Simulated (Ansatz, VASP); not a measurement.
## One calculation of P, two programs

INCAR

```
SYSTEM = P
PREC = Accurate ; ENCUT = 520
EDIFF = 1E-7 ; ISMEAR = 0
SIGMA = 0.1 ; LREAL = .FALSE.
LASPH = .TRUE. ; NELM = 60
ALGO = Normal ; ISIF = 2
LWAVE = .FALSE. ; LCHARG = .FALSE.
GGA = PE ; NBANDS = 18
```

The input KPOINTS:

```
Automatic mesh
0
G
  6 6 6
  0 0 0
```

Contents of POSCAR:

```
P
1.0
    0.0000000000      3.2482806500      5.2386355600
    1.5677673600      0.0000000000      5.2386355600
    1.5677673600      3.2482806500      0.0000000000
P
4
Direct
    0.8173305400      0.8173305400      0.1826694600
    0.0673305400      0.0673305400      0.4326694600
    0.1826694600      0.1826694600      0.8173305400
    0.4326694600      0.4326694600      0.0673305400
```

Input for Ansatz:

```yaml
crystal:
  lattice:
    - [0.0, 3.24828065, 5.23863556]
    - [1.56776736, 0.0, 5.23863556]
    - [1.56776736, 3.24828065, 0.0]
  atoms:
    - { symbol: P, position: [0.81733054, 0.81733054, 0.18266946] }
    - { symbol: P, position: [0.06733054, 0.06733054, 0.43266946] }
    - { symbol: P, position: [0.18266946, 0.18266946, 0.81733054] }
    - { symbol: P, position: [0.43266946, 0.43266946, 0.06733054] }
basis:
  ecutwfc: 420
kpoints:
  mp_grid: { grid: [6, 6, 6] }
hamiltonian:
  xc: pbe
scf:
  occupations: { method: gaussian, width: 0.1 }
  lower_state_search: "off"
output:
  forces: true
  stress: true
  eigenvalues: true
```

Alike in both runs: task single point; functional PBE; k mesh 6 × 6 × 6; occupations gaussian, width 0.1 eV; no spin polarisation.

|  | VASP | Ansatz |
| --- | --- | --- |
| version | VASP 6.6.1 | Ansatz 0.2.0 |
| potentials or method | VASP PAW PBE potentials, release 64 (P), cutoff 520 eV | scalar-relativistic, plane waves, PAW |
| valence electrons in the cell | 20 | 20 |

Ansatz gave:

| Quantity | Value |
| --- | --- |
| gap on the k mesh at the Fermi level (eV) | none |
| rms of the force components (eV/Å) | 0.691 |

Question: Which values does VASP return?

Answer: gap on the k mesh at the Fermi level (eV): none; rms of the force components (eV/Å): 0.676.

Atom by atom the forces differ by 0.015 eV/Å (rms over components). A gap of «none» marks a metal or a gap that the smearing closes.

The k mesh is coarse, so the values compare programs but aren't converged.
